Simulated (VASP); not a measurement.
# Zr (R-3m) in VASP: notebook

Zr is run at these levels: PBEsol; tasks: electric field gradients.

Everything below comes from runs of VASP 6.6.1. Logs are shortened: lines on timing, memory, paths and dates and some standing lists are left out, and cuts for length are marked.

## Step 1: The cell of the first run

Symmetry: R-3m, No. 166, trigonal system. Conventional cell: a = 5.196 Å, b = 5.196 Å, c = 3.041 Å, α = 90.00°, β = 90.00°, γ = 120.00°. Within 4.0 Å of Zr (site symmetry -3m) lie 14 Zr at 3.04 to 3.62 Å.

## Step 2: Electric field gradients, PBEsol (equal xy, yz and zx shear strains of -3 %)

INCAR

```
  PREC = Accurate
  ENCUT = 520
  EDIFF = 1E-8
  ISMEAR = -1
  SIGMA = 0.08
  LREAL = False
  LASPH = True
  NELM = 100
  ALGO = Normal
  ISIF = 2
  LWAVE = False
  LCHARG = False
  GGA = PS
  LEFG = True
  NBANDS = 12
```

KPOINTS

```
Automatic mesh
0
Gamma
  14 14 14
```

POSCAR

```
Zr
1.0
   -1.8643000000      1.8100000000      1.8100000000
    1.8100000000     -1.8643000000      1.8100000000
    1.8100000000      1.8100000000     -1.8643000000
Zr
1
Direct
    0.0000000000      0.0000000000      0.0000000000
```

Potentials or basis: VASP PAW PBE potentials, release 64 (Zr_sv).

Started as:

```sh
> cat potpaw_PBE.64/Zr_sv/POTCAR > POTCAR
> mpirun -np 1 vasp_std > vasp.out
```

OUTCAR:

```text
PREC = Accurate
   ENCUT = 520
   EDIFF = 1E-8
   ISMEAR = -1
   LREAL = False
   LASPH = True
   NELM = 100
   ISIF = 2
   GGA = PS

 ion  position               nearest neighbor table
   1  0.000  0.000  0.000-

  LATTYP: Found a trigonal (rhomboedric) cell.
 ALAT       =     3.1666724633
 COS(alpha) =    -0.3463033748

  Lattice vectors:

 A1 = (  -1.8643000000,   1.8100000000,   1.8100000000)
 A2 = (   1.8100000000,  -1.8643000000,   1.8100000000)
 A3 = (   1.8100000000,   1.8100000000,  -1.8643000000)

Analysis of symmetry for initial positions (statically):
=====================================================================
 Subroutine PRICEL returns:
 Original cell was already a primitive cell.

 Routine SETGRP: Setting up the symmetry group for a
 trigonal (rhombohedral) supercell.

 Subroutine GETGRP returns: Found 12 space group operations
 (whereof 12 operations were pure point group operations)
 out of a pool of 12 trial point group operations.

The static configuration has the point symmetry D_3d.

Analysis of symmetry for dynamics (positions and initial velocities):
=====================================================================
 Subroutine PRICEL returns:
 Original cell was already a primitive cell.

 Routine SETGRP: Setting up the symmetry group for a
 trigonal (rhombohedral) supercell.

 Subroutine GETGRP returns: Found 12 space group operations
 (whereof 12 operations were pure point group operations)
 out of a pool of 12 trial point group operations.

The dynamic configuration has the point symmetry D_3d.

 Subroutine INISYM returns: Found 12 space group operations
 (whereof 12 operations are pure point group operations),
 and found     1 'primitive' translations

----------------------------------------------------------------------------------------

                                     Primitive cell

  volume of cell :      23.7028

  direct lattice vectors                    reciprocal lattice vectors
    -1.864300000  1.810000000  1.810000000     0.008417341  0.280578024  0.280578024
     1.810000000 -1.864300000  1.810000000     0.280578024  0.008417341  0.280578024
     1.810000000  1.810000000 -1.864300000     0.280578024  0.280578024  0.008417341

  length of vectors
     3.166672463  3.166672463  3.166672463     0.396886517  0.396886517  0.396886517
[... 123 lines left out ...]

  energy without entropy =       -8.94826567  energy(sigma->0) =       -8.96881776

 E-fermi :   8.3766     XC(G=0): -11.1143

 val. band max:        8.3759011944   @ k =  -0.4286   0.4286   0.1429
 cond. band min:       8.3773050385   @ k =   0.5000   0.5000   0.1429
 fundamental gap:      0.0014038442
 Fermi energy:         8.3765942599

 k-point     1 :       0.0000    0.0000    0.0000
  band No.  band energies     occupation
      1     -40.0469      2.00000
      2     -17.6316      2.00000
      3     -17.6316      2.00000
      4     -17.5378      2.00000
      5       3.0349      2.00000
      6       9.1067      0.00022
      7       9.6470      0.00000
      8       9.6470      0.00000
      9      11.9777      0.00000
     10      11.9777      0.00000
     11      20.3094      0.00000
     12      20.9324      0.00000
[... 331 lines left out ...]
 k-point    24 :       0.2857    0.1429    0.0000
  band No.  band energies     occupation
      1     -39.9048      2.00000
      2     -18.4227      2.00000
      3     -17.8795      2.00000
      4     -17.6763      2.00000
      5       6.0605      2.00000
      6       7.9803      1.98598
      7       8.6070      0.10628
      8      11.4330      0.00000
      9      12.3546      0.00000
     10      13.8969      0.00000
     11      19.4179      0.00000
     12      20.4509      0.00000

 [... further k-points ...]

------------------------ aborting loop because EDIFF is reached ----------------------------------------

  FORCE on cell =-STRESS in cart. coord.  units (eV):
  Direction    XX          YY          ZZ          XY          YZ          ZX
  --------------------------------------------------------------------------------------
  -------------------------------------------------------------------------------------
  Total       -0.9728906     -0.9728906     -0.9728906      0.0928131      0.0928131      0.0928131
  in kB      -65.7620061    -65.7620061    -65.7620061      6.2736504      6.2736504      6.2736504
  external PRESSURE =     -65.7620061 kB  Pullay stress =       0.0000000 kB

 VOLUME and BASIS-vectors are now :
 -----------------------------------------------------------------------------
  energy-cutoff  :      520.00
  volume of cell :       23.70
      direct lattice vectors                 reciprocal lattice vectors
    -1.864300000  1.810000000  1.810000000     0.008417341  0.280578024  0.280578024
     1.810000000 -1.864300000  1.810000000     0.280578024  0.008417341  0.280578024
     1.810000000  1.810000000 -1.864300000     0.280578024  0.280578024  0.008417341

 POSITION                                       TOTAL-FORCE (eV/Angst)
 -----------------------------------------------------------------------------------
      0.00000      0.00000      0.00000        -0.000000      0.000000      0.000000
 -----------------------------------------------------------------------------------
    total drift:                                0.000000      0.000000      0.000000

  FREE ENERGIE OF THE ION-ELECTRON SYSTEM (eV)
  ---------------------------------------------------
  free  energy   TOTEN  =        -8.9893698427 eV

  energy  without entropy=       -8.9482656714  energy(sigma->0) =       -8.96881776

 Electric field gradients (V/A^2)
---------------------------------------------------------------------
 ion       V_xx      V_yy      V_zz      V_xy      V_xz      V_yz
---------------------------------------------------------------------
   1       0.000     0.000    -0.000    19.335    19.335    19.335
---------------------------------------------------------------------

 Electric field gradients after diagonalization (V/A^2)
 (convention: |V_zz| > |V_xx| > |V_yy|)
----------------------------------------------------------------------
 ion       V_xx      V_yy      V_zz     asymmetry (V_yy - V_xx)/ V_zz
----------------------------------------------------------------------
   1     -19.335   -19.335    38.669       0.000
----------------------------------------------------------------------

           NMR quadrupolar parameters

 Cq : quadrupolar parameter    Cq=e*Q*V_zz/h
 eta: asymmetry parameters     (V_yy - V_xx)/ V_zz
 Q  : nuclear electric quadrupole moment in mb (millibarn)
----------------------------------------------------------------------
 ion       Cq(MHz)       eta       Q (mb)
----------------------------------------------------------------------
   1       0.094       0.000       1.000
----------------------------------------------------------------------
```

It took 53 s on 1 thread of Intel Xeon Platinum 8259CL at 2.50GHz (Skylake/Cascade Lake), shared host; peak memory 0.2 GiB.

What came out:

```yaml
Free_energy: -8.9894 eV
Pressure: -6.6 GPa
Band_gap_on_the_k_mesh: zero (bands 6 and 7 overlap by 1.62 eV)
Largest_electric_field_gradient_by_atom: Zr +38.7 V/Å²
```

Electric field gradients, principal values (V/Å²):
```csv
atom,least,middle,greatest (by size)
1 Zr,-19.335,-19.335,38.669
```

Caveat: the cell differs from its parent crystal (equal xy, yz and zx shear strains of -3 %); the cell stands under tension; without QUAD_EFG the Cq values of the log hold for a quadrupole moment of 1 mb, not for the nuclei; the PAW data sets were made with another functional, which shifts forces and pressure a little.

## Step 3: Electric field gradients, PBEsol (equal xy, yz and zx shear strains of -1 %)

INCAR

```
PREC = Accurate
ENCUT = 520
EDIFF = 1E-8
ISMEAR = -1
SIGMA = 0.08
LREAL = F
LASPH = T
NELM = 80
ALGO = Normal
ISIF = 2
LWAVE = F
LCHARG = F
GGA = PS
LEFG = T
NBANDS = 12
```

KPOINTS is that of step 2.

POSCAR

```
Zr
1.0
   -1.8281000000      1.8100000000      1.8100000000
    1.8100000000     -1.8281000000      1.8100000000
    1.8100000000      1.8100000000     -1.8281000000
Zr
1
Direct
    0.0000000000      0.0000000000      0.0000000000
```

Potentials or basis: VASP PAW PBE potentials, release 64 (Zr_sv).

Started as:

```sh
> cat potpaw_PBE.64/Zr_sv/POTCAR > POTCAR
> mpirun -np 1 vasp_std > vasp.out
```

OUTCAR:

```text
PREC = Accurate
   ENCUT = 520
   EDIFF = 1E-8
   ISMEAR = -1
   LREAL = F
   LASPH = T
   NELM = 80
   ISIF = 2
   GGA = PS

 ion  position               nearest neighbor table
   1  0.000  0.000  0.000-

  LATTYP: Found a trigonal (rhomboedric) cell.
 ALAT       =     3.1454967191
 COS(alpha) =    -0.3377371610

  Lattice vectors:

 A1 = (  -1.8281000000,   1.8100000000,   1.8100000000)
 A2 = (   1.8100000000,  -1.8281000000,   1.8100000000)
 A3 = (   1.8100000000,   1.8100000000,  -1.8281000000)

Analysis of symmetry for initial positions (statically):
=====================================================================
 Subroutine PRICEL returns:
 Original cell was already a primitive cell.

[... 542 lines left out ...]
  in kB      -66.2852207    -66.2852207    -66.2852207      2.5753496      2.5753496      2.5753496
  external PRESSURE =     -66.2852207 kB  Pullay stress =       0.0000000 kB

 VOLUME and BASIS-vectors are now :
 -----------------------------------------------------------------------------
  energy-cutoff  :      520.00
  volume of cell :       23.72
      direct lattice vectors                 reciprocal lattice vectors
    -1.828100000  1.810000000  1.810000000     0.002776452  0.277645202  0.277645202
     1.810000000 -1.828100000  1.810000000     0.277645202  0.002776452  0.277645202
     1.810000000  1.810000000 -1.828100000     0.277645202  0.277645202  0.002776452

 POSITION                                       TOTAL-FORCE (eV/Angst)
 -----------------------------------------------------------------------------------
      0.00000      0.00000      0.00000         0.000000      0.000000      0.000000
 -----------------------------------------------------------------------------------
    total drift:                                0.000000      0.000000      0.000000

  FREE ENERGIE OF THE ION-ELECTRON SYSTEM (eV)
  ---------------------------------------------------
  free  energy   TOTEN  =        -8.9928961896 eV

  energy  without entropy=       -8.9519419015  energy(sigma->0) =       -8.97241905

 Electric field gradients (V/A^2)
---------------------------------------------------------------------
 ion       V_xx      V_yy      V_zz      V_xy      V_xz      V_yz
---------------------------------------------------------------------
   1       0.000     0.000    -0.000     5.910     5.910     5.910
---------------------------------------------------------------------

 Electric field gradients after diagonalization (V/A^2)
 (convention: |V_zz| > |V_xx| > |V_yy|)
----------------------------------------------------------------------
 ion       V_xx      V_yy      V_zz     asymmetry (V_yy - V_xx)/ V_zz
----------------------------------------------------------------------
   1      -5.910    -5.910    11.821       0.000
----------------------------------------------------------------------

           NMR quadrupolar parameters

 Cq : quadrupolar parameter    Cq=e*Q*V_zz/h
 eta: asymmetry parameters     (V_yy - V_xx)/ V_zz
 Q  : nuclear electric quadrupole moment in mb (millibarn)
----------------------------------------------------------------------
 ion       Cq(MHz)       eta       Q (mb)
----------------------------------------------------------------------
   1       0.029       0.000       1.000
----------------------------------------------------------------------
```

OSZICAR:

```text
N       E                     dE             d eps       ncg     rms          rms(c)
DAV:   1     0.845660482049E+02    0.84566E+02   -0.68195E+03  6928   0.991E+02
DAV:   2    -0.637229532549E+01   -0.90938E+02   -0.88429E+02  7968   0.267E+02
DAV:   3    -0.932874500989E+01   -0.29564E+01   -0.29137E+01 10456   0.409E+01
DAV:   4    -0.939408542038E+01   -0.65340E-01   -0.65296E-01  7916   0.566E+00
DAV:   5    -0.939553246306E+01   -0.14470E-02   -0.14470E-02 10028   0.611E-01    0.103E+01
DAV:   6    -0.905539558661E+01    0.34014E+00   -0.42572E-01  7596   0.586E+00    0.402E+00
DAV:   7    -0.899112810959E+01    0.64267E-01   -0.20337E-01  8536   0.383E+00    0.674E-01
DAV:   8    -0.899290096014E+01   -0.17729E-02   -0.11379E-02  8036   0.122E+00    0.111E-01
DAV:   9    -0.899290394826E+01   -0.29881E-05   -0.40991E-04  9036   0.183E-01    0.209E-02
DAV:  10    -0.899289752987E+01    0.64184E-05   -0.19753E-05  8000   0.461E-02    0.102E-02
DAV:  11    -0.899289626991E+01    0.12600E-05   -0.14288E-06  8548   0.128E-02    0.134E-03
DAV:  12    -0.899289619666E+01    0.73255E-07   -0.11164E-07  8964   0.283E-03    0.295E-04
DAV:  13    -0.899289618963E+01    0.70220E-08   -0.57392E-09  4632   0.720E-04
   1 F= -.89928962E+01 E0= -.89724190E+01  d E =-.409543E-01
```

Wall time 49 s (1 thread of Intel Xeon Platinum 8259CL at 2.50GHz (Skylake/Cascade Lake), shared host); peak memory 0.2 GiB.

What came out:

```
Free energy                             : -8.9929 eV
Pressure                                : -6.6 GPa
Band gap on the k mesh                  : zero (bands 6 and 7 overlap by 1.66 eV)
Largest electric field gradient by atom : Zr +11.8 V/Å²
```

Electric field gradients, principal values (V/Å²):
```tsv
atom	least	middle	greatest (by size)
1 Zr	-5.910	-5.910	11.821
```

Caveat: the cell differs from its parent crystal (equal xy, yz and zx shear strains of -1 %); the cell stands under tension; without QUAD_EFG the Cq values of the log hold for a quadrupole moment of 1 mb, not for the nuclei; the PAW data sets were made with another functional, which shifts forces and pressure a little.

(Continued in part 2 of 2.)
